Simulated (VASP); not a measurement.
# ZnO (P6_3mc) in VASP: notebook, part 2 of 3

VASP 6.6.1. The steps go on from the part before.

**4. Single point, r2SCAN**

This run uses another cell than the first one, of 12.06 Å³/atom.

Input file POSCAR:

```
ZnO
1.0
    3.2575201305      0.0000000000      0.0000000000
   -1.6287600652      2.8210951863      0.0000000000
    0.0000000000      0.0000000000      5.2487065978
Zn O
2 2
Direct
    0.6666666667      0.3333333333      0.5003821317
    0.3333333333      0.6666666667      0.0003821317
    0.6666666667      0.3333333333      0.8799278683
    0.3333333333      0.6666666667      0.3799278683
```

Input file INCAR.step1:

```
PREC = Accurate
ENCUT = 520
ISMEAR = 0
SIGMA = 0.02
LREAL = False
LASPH = True
NELM = 100
NBANDS = 26
GGA = PE
ALGO = Normal
EDIFF = 1E-4
LWAVE = True
LCHARG = False
```

Input file INCAR.step2:

```
PREC = Accurate
ENCUT = 520
EDIFF = 1E-7
ISMEAR = 0
SIGMA = 0.02
LREAL = False
LASPH = True
NELM = 100
ALGO = Normal
ISIF = 2
LWAVE = False
LCHARG = True
METAGGA = R2SCAN
LMIXTAU = True
LELF = True
LVHAR = True
NBANDS = 26
ISTART = 1
```

Input file KPOINTS:

```
regular mesh
0
Gamma
  12 12 6
```

Run with:

```bash
$ cat potpaw_PBE.64/Zn/POTCAR potpaw_PBE.64/O/POTCAR > POTCAR
$ cp INCAR.step1 INCAR
$ mpirun -np 1 vasp_std > vasp.out
$ cp INCAR.step2 INCAR
$ mpirun -np 1 vasp_std > vasp.out
```

Wall time 1.7 min (1 thread of Intel Xeon 6975P-C (Granite Rapids), shared host); peak memory 0.22 GiB.

It converged, with:

* Free energy: -36.3138 eV
* Pressure: -2.1 GPa
* Largest force: 0.020 eV/Å
* Band gap on the k mesh: 1.20 eV

Forces on the atoms (eV/Å):
```
Zn   0.000  0.000 -0.020
Zn   0.000  0.000 -0.020
O    0.000  0.000  0.020
O    0.000  0.000  0.020
```

Stress tensor (GPa, compression positive):
```
-2.09  0.00  0.00
 0.00 -2.09  0.00
 0.00  0.00 -2.00
```

Levels at points of the mesh, in eV from the valence-band top:
```csv
k point,band 15,band 16,band 17,band 18,band 19,band 20,band 21,band 22
"(0.00, 0.00, 0.00)",-0.79,-0.09,0.00,0.00,1.20,5.79,8.75,13.62
"(0.50, 0.00, 0.00)",-2.81,-2.26,-1.28,-0.84,6.34,7.33,8.05,9.18
"(0.00, 0.00, 0.50)",-0.39,-0.39,-0.39,-0.39,3.88,3.88,10.74,10.74
"(0.50, 0.00, 0.50)",-1.51,-1.51,-1.37,-1.37,6.21,6.21,9.06,9.06
```

Caveat: the PAW data sets were made with another functional, which shifts forces and pressure a little.

**5. Single point, r2SCAN**

This run uses another cell than the first one, of 12.06 Å³/atom.

POSCAR is that of step 4.

Input file INCAR.step1:

```
SYSTEM = ZnO
PREC     = Accurate       ! precision mode
ENCUT    = 520            ! plane-wave cutoff, eV
ISMEAR   = 0              ! smearing method
SIGMA    = 0.02           ! smearing width, eV
LREAL    = .FALSE.        ! projectors in reciprocal space
LASPH    = .TRUE.         ! aspherical terms in the spheres
NELM     = 100            ! most SCF steps
NBANDS   = 26             ! bands
GGA      = PE             ! functional
ALGO     = Normal         ! electronic algorithm
EDIFF    = 1E-4           ! SCF threshold, eV
LWAVE    = .TRUE.         ! write WAVECAR
LCHARG   = .FALSE.        ! write CHGCAR
```

Input file INCAR.step2:

```
SYSTEM = ZnO
PREC     = Accurate       ! precision mode
ENCUT    = 520            ! plane-wave cutoff, eV
EDIFF    = 1E-6           ! SCF threshold, eV
ISMEAR   = 0              ! smearing method
SIGMA    = 0.02           ! smearing width, eV
LREAL    = .FALSE.        ! projectors in reciprocal space
LASPH    = .TRUE.         ! aspherical terms in the spheres
NELM     = 100            ! most SCF steps
ALGO     = Normal         ! electronic algorithm
ISIF     = 2              ! what is computed and relaxed
LWAVE    = .FALSE.        ! write WAVECAR
LCHARG   = .FALSE.        ! write CHGCAR
METAGGA  = R2SCAN         ! meta-GGA
LMIXTAU  = .TRUE.       
NBANDS   = 26             ! bands
ISTART   = 1
```

Input file KPOINTS:

```
regular mesh
0
G
  12 12 6
  0 0 0
```

Potentials or basis: VASP PAW PBE potentials, release 64 (Zn, O).

Run with:

```bash
$ cat potpaw_PBE.64/Zn/POTCAR potpaw_PBE.64/O/POTCAR > POTCAR
$ cp INCAR.step1 INCAR
$ mpirun -np 1 vasp_std > vasp.out
$ cp INCAR.step2 INCAR
$ mpirun -np 1 vasp_std > vasp.out
```

OUTCAR:

```text
SYSTEM = ZnO
   PREC = Accurate
   ENCUT = 520
   EDIFF = 1E-6
   ISMEAR = 0
   LREAL = .FALSE.
   LASPH = .TRUE.
   NELM = 100
   ISIF = 2
   METAGGA = R2SCAN
   ISTART = 1

 ion  position               nearest neighbor table
   1  0.667  0.333  0.500-   4 1.98   4 1.98   4 1.98   3 1.99
   2  0.333  0.667  0.000-   3 1.98   3 1.98   3 1.98   4 1.99
   3  0.667  0.333  0.880-   2 1.98   2 1.98   2 1.98   1 1.99
   4  0.333  0.667  0.380-   1 1.98   1 1.98   1 1.98   2 1.99

  LATTYP: Found a hexagonal cell.
 ALAT       =     3.2575201305
 C/A-ratio  =     1.6112583768

  Lattice vectors:

 A1 = (   3.2575201305,   0.0000000000,   0.0000000000)
 A2 = (  -1.6287600652,   2.8210951863,   0.0000000000)
 A3 = (   0.0000000000,   0.0000000000,   5.2487065978)

Analysis of symmetry for initial positions (statically):
=====================================================================
 Subroutine PRICEL returns:
 Original cell was already a primitive cell.

 Routine SETGRP: Setting up the symmetry group for a
 hexagonal supercell.

 Subroutine GETGRP returns: Found 12 space group operations
 (whereof  6 operations were pure point group operations)
 out of a pool of 24 trial point group operations.

The static configuration has the point symmetry C_3v.
 The point group associated with its full space group is C_6v.

Analysis of symmetry for dynamics (positions and initial velocities):
=====================================================================
 Subroutine PRICEL returns:
 Original cell was already a primitive cell.

 Routine SETGRP: Setting up the symmetry group for a
 hexagonal supercell.

 Subroutine GETGRP returns: Found 12 space group operations
 (whereof  6 operations were pure point group operations)
 out of a pool of 24 trial point group operations.

The dynamic configuration has the point symmetry C_3v.
 The point group associated with its full space group is C_6v.

 Subroutine INISYM returns: Found 12 space group operations
 (whereof  6 operations are pure point group operations),
[... 119 lines left out ...]
     AMIX     =   0.40;   BMIX     =  1.00
     AMIX_MAG =   1.60;   BMIX_MAG =  1.00
  volume/ion in A,a.u.               =      12.06        81.38
  Fermi-wavevector in a.u.,A,eV,Ry     =   1.484989  2.806223 30.003470  2.205193
  Thomas-Fermi vector in A             =   2.598457
   LORBIT       =      0    0 simple, 1 ext, 2 COOP (PROOUT), +10 PAW based schemes
   METAGGA = R2SCAN    functional components
   LHFCALC =     F    Hartree Fock is set to
   AEXX    =    0.0000 exact exchange contribution
   IVDW    =     0    specifies the selected vdW correction
   LEPSILON=     F    determine dielectric tensor
   LRPA    =     F    only Hartree local field effects (RPA)
 non-spin polarized calculation
 Gauss-broadening in eV      SIGMA  =   0.02
  energy-cutoff  :      520.00
  volume of cell :       48.23
 maximum number of plane-waves:      1320
   NGX = 13   NGY = 13   NGZ = 19

 number of electron      36.0000032 magnetization

 Free energy of the ion-electron system (eV)
  ---------------------------------------------------
  ext. energy  EPLUGINS =         0.00000000
  ---------------------------------------------------
  free energy    TOTEN  =       -36.31383339 eV

  energy without entropy =      -36.31383339  energy(sigma->0) =      -36.31383339

 E-fermi :   0.8354     XC(G=0): -11.5849

 val. band max:        0.7278372344   @ k =   0.0000   0.0000   0.0000
 cond. band min:       1.9296151294   @ k =   0.0000   0.0000   0.0000
 fundamental gap:      1.2017778949
 Fermi energy:         0.8354205719

 k-point     1 :       0.0000    0.0000    0.0000
  band No.  band energies     occupation
      1     -18.2459      2.00000
      2     -17.5805      2.00000
      3      -5.0263      2.00000
      4      -5.0263      2.00000
      5      -4.9744      2.00000
      6      -4.8611      2.00000
[... 685 lines left out ...]
     25      14.8957      0.00000
     26      15.5414      0.00000

 [... further k-points ...]

------------------------ aborting loop because EDIFF is reached ----------------------------------------

  FORCE on cell =-STRESS in cart. coord.  units (eV):
  Direction    XX          YY          ZZ          XY          YZ          ZX
  --------------------------------------------------------------------------------------
  -------------------------------------------------------------------------------------
  Total       -0.6329897     -0.6329897     -0.6074596     -0.0000000      0.0000000      0.0000000
  in kB      -21.0256830    -21.0256830    -20.1776632     -0.0000000      0.0000000      0.0000000
  external PRESSURE =     -20.7430097 kB  Pullay stress =       0.0000000 kB

 VOLUME and BASIS-vectors are now :
 -----------------------------------------------------------------------------
  energy-cutoff  :      520.00
  volume of cell :       48.23
      direct lattice vectors                 reciprocal lattice vectors
     3.257520131  0.000000000  0.000000000     0.306981986  0.177236132  0.000000000
    -1.628760065  2.821095186  0.000000000     0.000000000  0.354472265  0.000000000
     0.000000000  0.000000000  5.248706598     0.000000000  0.000000000  0.190523128

 POSITION                                       TOTAL-FORCE (eV/Angst)
 -----------------------------------------------------------------------------------
      1.62876      0.94037      2.62636         0.000000     -0.000000     -0.020230
     -0.00000      1.88073      0.00201        -0.000000      0.000000     -0.020230
      1.62876      0.94037      4.61848        -0.000000      0.000000      0.020230
     -0.00000      1.88073      1.99413        -0.000000     -0.000000      0.020230
 -----------------------------------------------------------------------------------
    total drift:                               -0.000000     -0.000000     -0.115319

  FREE ENERGIE OF THE ION-ELECTRON SYSTEM (eV)
  ---------------------------------------------------
  free  energy   TOTEN  =       -36.3138333871 eV

  energy  without entropy=      -36.3138333871  energy(sigma->0) =      -36.31383339
```

OSZICAR.step1:

```text
N       E                     dE             d eps       ncg     rms          rms(c)
DAV:   1     0.295294070908E+03    0.29529E+03   -0.18327E+04  4024   0.201E+03
DAV:   2     0.106874154015E+02   -0.28461E+03   -0.26726E+03  4182   0.411E+02
DAV:   3    -0.204653166501E+02   -0.31153E+02   -0.30753E+02  4368   0.138E+02
DAV:   4    -0.210825489627E+02   -0.61723E+00   -0.61584E+00  4392   0.200E+01
DAV:   5    -0.210855896423E+02   -0.30407E-02   -0.30405E-02  4320   0.144E+00    0.145E+01
DAV:   6    -0.176747136971E+02    0.34109E+01   -0.66566E+00  6238   0.619E+01    0.881E+00
DAV:   7    -0.178821043061E+02   -0.20739E+00   -0.29412E+00  4058   0.171E+01    0.529E+00
DAV:   8    -0.178922413848E+02   -0.10137E-01   -0.50886E-01  5828   0.748E+00    0.163E+00
DAV:   9    -0.178411197128E+02    0.51122E-01   -0.10376E-01  5784   0.633E+00    0.297E-01
DAV:  10    -0.178438010291E+02   -0.26813E-02   -0.37037E-02  3986   0.132E+00    0.129E-01
DAV:  11    -0.178438833996E+02   -0.82370E-04   -0.57140E-04  4298   0.286E-01
   1 F= -.17843883E+02 E0= -.17843883E+02  d E =-.174634E-14
```

Run time: 98 s. Hardware: 1 thread of Intel Xeon 6975P-C (Granite Rapids), shared host; peak memory 0.22 GiB.

What came out:

* Free energy: -36.3138 eV
* Pressure: -2.1 GPa
* Largest force: 0.020 eV/Å
* Band gap on the k mesh: 1.20 eV

Forces in eV/Å, atoms in the order of the input:
```
Zn   0.000  0.000 -0.020
Zn   0.000  0.000 -0.020
O    0.000  0.000  0.020
O    0.000  0.000  0.020
```

Stress tensor (GPa, compression positive):
```
-2.10  0.00  0.00
 0.00 -2.10  0.00
 0.00  0.00 -2.02
```

Caveat: the PAW data sets were made with another functional, which shifts forces and pressure a little.

(Continued in part 3 of 3.)
